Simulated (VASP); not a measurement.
Runs of VASP 6.6.1 on BiSb. The structure is that of space group Pm-3m (No. 221), or close to it. The cells are those of the table. 

| cell | k mesh | smearing | gap on the mesh (eV) | pressure (GPa) |
| --- | --- | --- | --- | --- |
| a = 3.771 Å, 2 atoms | 4 × 4 × 4 | gaussian 0.05 eV | none | (a) |
| a = 3.718 Å, 2 atoms | 10 × 10 × 10 | gaussian 0.02 eV | none | 5.8 |
| a = 3.806 Å, 2 atoms | 10 × 10 × 10 | gaussian 0.02 eV | none | 0.2 |
| a = 3.806 Å, 2 atoms | 4 × 4 × 4 | gaussian 0.05 eV | none | -0.1 |

Alike in all rows: task single point; level LDA; potentials or basis VASP PAW LDA potentials, release 64 (Sb, Bi_d); no spin polarisation; cutoff (eV) 500.

Question: Estimate the missing entries.

Answer: (a) 2.2.

Caveats: some runs use coarse meshes; spin-orbit coupling is left out, which moves the levels of the heavy elements.

A k mesh can miss the band edges, and the runs leave out spin-orbit coupling on Bi, Sb.

A gap of «none» marks levels without a gap at the run's occupations.
